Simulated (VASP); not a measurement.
# Sb (P2_1/m) in VASP: single point with HF

Aim: the single point of Sb with HF.

All numbers are computed with VASP 6.6.1; they aren't measurements. Logs are shortened: lines on timing, memory, paths and dates and some standing lists are left out, and cuts for length are marked.

### Step 1. The cell of the first run

Symmetry: P2_1/m, No. 11, monoclinic system. Conventional cell: a = 3.277 Å, b = 4.180 Å, c = 6.655 Å, α = 90.00°, β = 90.26°, γ = 90.00°. Sb (site symmetry m) has 4 Sb at 2.84 to 3.28 Å within 3.7 Å.

### Step 2. Single point, HF

Contents of POSCAR:

```
Sb
1.0
    3.2771225833      0.0000000000      0.0032399328
    0.0000000000      4.1801789885      0.0000000000
   -0.0362716143      0.0000000000      6.6545043275
Sb
2
Direct
    0.0013019808      0.2500000000      0.1442830402
    0.9986980192      0.7500000000      0.8557169598
```

Contents of INCAR.step1:

```
SYSTEM = Sb
PREC = Accurate
ENCUT = 400
EDIFF = 1E-5
ISMEAR = -1
SIGMA = 0.05
LREAL = .FALSE.
LASPH = .TRUE.
NELM = 120
ALGO = Normal
ISIF = 2
LWAVE = .TRUE.
LCHARG = .FALSE.
GGA = PE
NBANDS = 22
GGA_COMPAT = .FALSE.
```

Contents of INCAR.step2:

```
SYSTEM = Sb
PREC = Accurate
ENCUT = 400
EDIFF = 1E-6
ISMEAR = -1
SIGMA = 0.05
LREAL = .FALSE.
LASPH = .TRUE.
NELM = 120
ALGO = Normal
ISIF = 2
LWAVE = .FALSE.
LCHARG = .FALSE.
GGA = PE
LHFCALC = .TRUE.
AEXX = 1.0
ALDAC = 0.0
AGGAC = 0.0
PRECFOCK = Normal
ISTART = 1
NBANDS = 22
GGA_COMPAT = .FALSE.
```

Contents of KPOINTS:

```
regular mesh
0
G
  5 3 3
  0 0 0
```

Potentials or basis: VASP PAW PBE potentials, release 64 (Sb_d_GW).

The run is started by

```sh
> cat potpaw_PBE.64/Sb_d_GW/POTCAR > POTCAR
> cp INCAR.step1 INCAR
> mpirun -np 1 vasp_std > vasp.out
> cp INCAR.step2 INCAR
> mpirun -np 1 vasp_std > vasp.out
```

OUTCAR:

```text
SYSTEM = Sb
   PREC = Accurate
   ENCUT = 400
   EDIFF = 1E-6
   ISMEAR = -1
   LREAL = .FALSE.
   LASPH = .TRUE.
   NELM = 120
   ISIF = 2
   GGA = PE
   LHFCALC = .TRUE.
   AEXX = 1.0
   PRECFOCK = Normal
   ISTART = 1

 ion  position               nearest neighbor table
   1  0.001  0.250  0.144-   2 2.84   2 2.84
   2  0.999  0.750  0.856-   1 2.84   1 2.84

  LATTYP: Found a simple monoclinic cell.
 ALAT       =     3.2771241849
 B/A-ratio  =     1.2755631928
 C/A-ratio  =     2.0306228278
 COS(beta)  =    -0.0044619660

  Lattice vectors:

 A1 = (   3.2771225833,   0.0000000000,   0.0032399328)
 A2 = (   0.0000000000,   4.1801789885,   0.0000000000)
 A3 = (  -0.0362716143,   0.0000000000,   6.6545043275)

Analysis of symmetry for initial positions (statically):
=====================================================================
 Subroutine PRICEL returns:
 Original cell was already a primitive cell.

 Routine SETGRP: Setting up the symmetry group for a
 simple monoclinic supercell.

 Subroutine GETGRP returns: Found  4 space group operations
 (whereof  2 operations were pure point group operations)
 out of a pool of  4 trial point group operations.

The static configuration has the point symmetry S_2 .
 The point group associated with its full space group is C_2h.

Analysis of symmetry for dynamics (positions and initial velocities):
=====================================================================
 Subroutine PRICEL returns:
 Original cell was already a primitive cell.

 Routine SETGRP: Setting up the symmetry group for a
 simple monoclinic supercell.

 Subroutine GETGRP returns: Found  4 space group operations
 (whereof  2 operations were pure point group operations)
 out of a pool of  4 trial point group operations.

The dynamic configuration has the point symmetry S_2 .
 The point group associated with its full space group is C_2h.

 Subroutine INISYM returns: Found  4 space group operations
 (whereof  2 operations are pure point group operations),
 and found     1 'primitive' translations

----------------------------------------------------------------------------------------

                                     Primitive cell

  volume of cell :      91.1603

  direct lattice vectors                    reciprocal lattice vectors
     3.277122583  0.000000000  0.003239933     0.305144097  0.000000000  0.001663245
     0.000000000  4.180178988  0.000000000     0.000000000  0.239224206  0.000000000
    -0.036271614  0.000000000  6.654504327    -0.000148568  0.000000000  0.150273343

  length of vectors
     3.277124185  4.180178988  6.654603179     0.305148630  0.239224206  0.150273416

  position of ions in fractional coordinates (direct lattice)
     0.001301981  0.250000000  0.144283040
     0.998698019  0.750000000  0.855716960

  ion indices of the primitive-cell ions
   primitive index   ion index
                 1           1
                 2           2

----------------------------------------------------------------------------------------

 KPOINTS: regular mesh

Automatic generation of k-mesh.
 Grid dimensions read from file:
 generate k-points for:    5    3    3

 Generating k-lattice:

  Cartesian coordinates                     Fractional coordinates (reciprocal lattice)
     0.061028819  0.000000000  0.000332649     0.200000000  0.000000000  0.000000000
     0.000000000  0.079741402  0.000000000     0.000000000  0.333333333  0.000000000
    -0.000049523  0.000000000  0.050091114     0.000000000  0.000000000  0.333333333

  Length of vectors
     0.061029726  0.079741402  0.050091139

  Shift w.r.t. Gamma in fractional coordinates (k-lattice)
     0.000000000  0.000000000  0.000000000

 Subroutine IBZKPT returns following result:
 ===========================================

 Found     16 irreducible k-points:

 Following reciprocal coordinates:
            Coordinates               Weight
  0.000000  0.000000  0.000000      1.000000
  0.200000  0.000000  0.000000      2.000000
  0.400000  0.000000  0.000000      2.000000
  0.000000  0.333333  0.000000      2.000000
  0.200000  0.333333  0.000000      4.000000
  0.400000  0.333333  0.000000      4.000000
[... 8 lines left out ...]
 -0.400000  0.333333  0.333333      4.000000
 -0.200000  0.333333  0.333333      4.000000
   k-points           NKPTS =     16   k-points in BZ     NKDIM =     45   number of bands    NBANDS=     22
   number of dos      NEDOS =    301   number of ions     NIONS =      2
   total plane-waves  NPLWV =  32256
   dimension x,y,z NGX =    24 NGY =   28 NGZ =   48
   dimension x,y,z NGXF=    48 NGYF=   56 NGZF=   96
   ions per type =               2
   NGX,Y,Z   is equivalent  to a cutoff of  12.18, 11.14, 11.99 a.u.
   NGXF,Y,Z  is equivalent  to a cutoff of  24.35, 22.27, 23.98 a.u.
 SYSTEM =  Sb
   PREC   = accura    normal or accurate (medium, high low for compatibility)
   ISTART =      1    job   : 0-new  1-cont  2-samecut
   ICHARG =      0    charge: 1-file 2-atom 10-const
   ISPIN  =      1    spin polarized calculation?
   LNONCOLLINEAR =      F non collinear calculations
   LSORBIT =      F    spin-orbit coupling
   LASPH  =      T    aspherical Exc in radial PAW
   ENCUT  =  400.0 eV  29.40 Ry    5.42 a.u.   5.34  6.82 10.85*2*pi/ulx,y,z
   NELM   =    120;   NELMIN=  2; NELMDL=  0     # of ELM steps
   EDIFF  = 0.1E-05   stopping-criterion for ELM
   LREAL  =      F    real-space projection
   EDIFFG = 0.1E-04   stopping-criterion for IOM
   NSW    =      0    number of steps for IOM
   IBRION =     -1    ionic relax: 0-MD 1-quasi-New 2-CG
   NFREE  =      0    steps in history (QN), initial steepest desc. (CG)
   ISIF   =      2    stress and relaxation
   ISYM   =      3    0-nonsym 1-usesym 2-fastsym
   POTIM  = 0.5000    time-step for ionic-motion
   TEBEG  =    0.0;   TEEND  =   0.0 temperature during run
   PSTRESS=    0.0 pullay stress
   NELECT =      30.0000    total number of electrons
   NUPDOWN=      -1.0000    fix difference up-down
   EMIN   =  10.00;   EMAX   =-10.00  energy-range for DOS
   EFERMI =   0.00;   METHOD = LEGACY
   ISMEAR =    -1;   SIGMA  =   0.05  broadening in eV -4-tet -1-fermi 0-gaus
   EFERMI_NEDOS =   21; number of points for ismear=-14 and -15
   IALGO  =     38    algorithm
   IMIX   =      1    mixing-type and parameters
     AMIX     =   0.40;   BMIX     =  1.00
     AMIX_MAG =   1.60;   BMIX_MAG =  1.00
  volume/ion in A,a.u.               =      45.58       307.59
  Fermi-wavevector in a.u.,A,eV,Ry     =   1.130264  2.135890 17.381410  1.277498
  Thomas-Fermi vector in A             =   2.266960
   LORBIT       =      0    0 simple, 1 ext, 2 COOP (PROOUT), +10 PAW based schemes
   GGA     = PE    functional components
   LHFCALC =     T    Hartree Fock is set to
   PRECFOCK=normal    Normal, Fast or Accurate (Low or Medium for compatibility)
   ENCUT4O =  -1.0   cutoff for four orbital integrals eV
   NKREDX  =     1    reduce k-point grid by
   NKREDY  =     1    reduce k-point grid by
   NKREDZ  =     1    reduce k-point grid by
   AEXX    =    1.0000 exact exchange contribution
   HFSCREEN=    0.0000 screening length (either q_TF or 0.3 A-1)
   HFSCREENC=   0.0000 screening length for correlation (either q_TF or 0.3 A-1)
   ENCUTFOCK=  -1.0 apply spherical cutoff to Coloumb kernel
   IVDW    =     0    specifies the selected vdW correction
   LEPSILON=     F    determine dielectric tensor
   LRPA    =     F    only Hartree local field effects (RPA)
 non-spin polarized calculation
  energy-cutoff  :      400.00
  volume of cell :       91.16
 maximum number of plane-waves:      1673
 NGX is ok and might be reduce to    24
  NGX = 18; NGY = 24; NGZ = 36

 number of electron      29.9999990 magnetization

 Free energy of the ion-electron system (eV)
  ---------------------------------------------------
  ext. energy  EPLUGINS =         0.00000000
  ---------------------------------------------------
  free energy    TOTEN  =       -16.50517779 eV

  energy without entropy =      -16.50017926  energy(sigma->0) =      -16.50267852

 E-fermi :   2.7280     XC(G=0):   0.0000

 val. band max:        2.6730381707   @ k =   0.2000   0.3333   0.0000
 cond. band min:       4.1873993050   @ k =   0.2000   0.3333   0.3333
 fundamental gap:      1.5143611343
 Fermi energy:         2.7279687852

 k-point     1 :       0.0000    0.0000    0.0000
  band No.  band energies     occupation
      1     -37.8847      2.00000
      2     -37.8754      2.00000
      3     -37.7726      2.00000
      4     -37.7523      2.00000
      5     -37.7251      2.00000
      6     -37.6966      2.00000
[... 14 lines left out ...]
     21      13.1790      0.00000
     22      14.6572      0.00000

 k-point     2 :       0.2000    0.0000    0.0000
  band No.  band energies     occupation
      1     -37.8739      2.00000
      2     -37.8450      2.00000
      3     -37.7669      2.00000
      4     -37.7566      2.00000
      5     -37.7114      2.00000
      6     -37.6969      2.00000
[... 14 lines left out ...]
     21      14.7404      0.00000
     22      15.1626      0.00000

 k-point     3 :       0.4000    0.0000    0.0000
  band No.  band energies     occupation
      1     -37.8718      2.00000
      2     -37.7911      2.00000
      3     -37.7817      2.00000
      4     -37.7479      2.00000
      5     -37.7355      2.00000
      6     -37.7028      2.00000
[... 14 lines left out ...]
     21      13.4911      0.00000
     22      13.5428      0.00000
[... 276 lines left out ...]
 k-point    15 :      -0.4000    0.3333    0.3333
  band No.  band energies     occupation
      1     -37.8376      2.00000
      2     -37.7906      2.00000
      3     -37.7881      2.00000
      4     -37.7654      2.00000
      5     -37.6945      2.00000
      6     -37.6796      2.00000
[... 14 lines left out ...]
     21      13.1063      0.00000
     22      13.9592      0.00000

 k-point    16 :      -0.2000    0.3333    0.3333
  band No.  band energies     occupation
      1     -37.8560      2.00000
      2     -37.8426      2.00000
      3     -37.7636      2.00000
      4     -37.7412      2.00000
      5     -37.6975      2.00000
      6     -37.6738      2.00000
[... 14 lines left out ...]
     21      13.7656      0.00000
     22      14.7956      0.00000

------------------------ aborting loop because EDIFF is reached ----------------------------------------

  FORCE on cell =-STRESS in cart. coord.  units (eV):
  Direction    XX          YY          ZZ          XY          YZ          ZX
  --------------------------------------------------------------------------------------
  -------------------------------------------------------------------------------------
  Total       -0.3264475     -0.1632376     -0.2739695      0.0000000      0.0000000      0.0009625
  in kB       -5.7374413     -2.8689653     -4.8151212      0.0000000      0.0000000      0.0169170
  external PRESSURE =      -4.4738426 kB  Pullay stress =       0.0000000 kB

 VOLUME and BASIS-vectors are now :
 -----------------------------------------------------------------------------
  energy-cutoff  :      400.00
  volume of cell :       91.16
      direct lattice vectors                 reciprocal lattice vectors
     3.277122583  0.000000000  0.003239933     0.305144097  0.000000000  0.001663245
     0.000000000  4.180178988  0.000000000     0.000000000  0.239224206  0.000000000
    -0.036271614  0.000000000  6.654504327    -0.000148568  0.000000000  0.150273343

 POSITION                                       TOTAL-FORCE (eV/Angst)
 -----------------------------------------------------------------------------------
     -0.00097      1.04504      0.96014        -0.000470      0.000000      0.016857
      3.24182      3.13513      5.69761         0.000470     -0.000000     -0.016857
 -----------------------------------------------------------------------------------
    total drift:                                0.000004      0.000001     -0.000002

  FREE ENERGIE OF THE ION-ELECTRON SYSTEM (eV)
  ---------------------------------------------------
  free  energy   TOTEN  =       -16.5051777907 eV

  energy  without entropy=      -16.5001792561  energy(sigma->0) =      -16.50267852
```

It took 27 min on 1 thread of Intel Xeon 6975P-C (Granite Rapids), shared host; peak memory 0.21 GiB.

Results:

- Free energy: -16.5052 eV
- Pressure: -0.4 GPa
- Largest force: 0.017 eV/Å
- Band gap on the k mesh: zero (bands 15 and 16 overlap by 7.69 eV)

Forces on the atoms (eV/Å):
```
Sb   0.000  0.000  0.017
Sb   0.000  0.000 -0.017
```

Stress tensor (GPa, compression positive):
```
-0.57  0.00  0.00
 0.00 -0.29  0.00
 0.00  0.00 -0.48
```

Levels at points of the mesh, in eV from the Fermi level:
```tsv
k point	band 11	band 12	band 13	band 14	band 15	band 16	band 17	band 18	band 19	band 20
(0.00, 0.00, 0.00)	-18.88	-13.11	-5.74	-5.72	3.59	5.47	5.60	7.82	9.64	10.20
```

Caveat: the k points lie up to 0.50 Å⁻¹ apart, too coarse for converged energies and pressures of a metal; the PAW data sets were made with another functional, which shifts forces and pressure a little; spin-orbit coupling is left out, which moves the levels of the heavy elements.

The gap in the log of VASP goes by the Fermi energy; the results here count the filled bands.